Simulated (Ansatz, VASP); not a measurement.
One calculation of CsI, two programs

INCAR

```
ALGO = Normal ; EDIFF = 1E-7
EDIFFG = -0.002 ; ENCUT = 450
GGA = PS ; GGA_COMPAT = False
IBRION = 2 ; ISIF = 2
ISMEAR = 0 ; LASPH = True
LCHARG = False ; LREAL = False
LWAVE = False ; NELM = 120
NELMIN = 4 ; NSW = 50
PREC = Accurate ; SIGMA = 0.01
```

KPOINTS

```
k-points
0
Gamma
  6 6 6
```

Contents of POSCAR:

```
CsI
1.0
    4.5031916819     -0.0112579792     -0.0112579792
   -0.0112579792      4.5031916819     -0.0112579792
   -0.0112579792     -0.0112579792      4.5031916819
Cs I
1 1
Direct
    0.0000000000      0.0000000000      0.0000000000
    0.5000000000      0.5000000000      0.5000000000
```

Input for Ansatz:

```yaml
crystal:
  lattice:
    - [4.5031916819, -0.0112579792, -0.0112579792]
    - [-0.0112579792, 4.5031916819, -0.0112579792]
    - [-0.0112579792, -0.0112579792, 4.5031916819]
  atoms:
    - { symbol: Cs, position: [0.0, 0.0, 0.0] }
    - { symbol: I, position: [0.5, 0.5, 0.5] }
kpoints:
  mp_grid: { grid: [6, 6, 6] }
scf:
  occupations: { method: fixed }
  convergence: { dr2_threshold: 1.0e-10 }
hamiltonian:
  xc: pbesol
  pseudopotentials: { kind: all_electron, lapw: { basis_error: 0.0005 } }
output:
  forces: true
  stress: true
  eigenstates:
    kpoints:
      - [0.0, 0.0, 0.0]
      - [0.0, 0.5, 0.5]
      - [0.5, 0.0, 0.5]
      - [0.5, 0.5, 0.0]
      - [-0.5, -0.5, -0.5]
      - [0.0, -0.5, 0.0]
      - [0.0, 0.0, -0.5]
      - [-0.5, 0.0, 0.0]
relax:
  f_tol: 0.002
  max_steps: 30
```

Change from the starting cell: equal xy, yz and zx engineering shears of -0.5 %.

Alike in both runs: task relaxation of the atoms; functional PBEsol; k mesh 6 × 6 × 6; no spin polarisation.

```csv
,VASP,Ansatz
version,VASP 6.6.1,Ansatz 0.2.0
potentials or method,"VASP PAW PBE potentials, release 64 (Cs_sv, I), cutoff 450 eV","all-electron LAPW, scalar-relativistic"
occupations,"gaussian, width 0.01 eV",fixed
```

Ansatz gave:

| Quantity | Value |
| --- | --- |
| gap on the k mesh at the Fermi level, each at its own relaxed structure (eV) | 3.85 |

What did VASP give for the same quantities?

gap on the k mesh at the Fermi level, each at its own relaxed structure (eV): 3.84.

VASP's potentials were made for PBE, not for PBEsol. Ansatz ran all-electron here, and VASP with PAW potentials.

Spin-orbit coupling is off throughout. Noted on VASP's run: the relaxation stopped at its first step, so nothing moved.
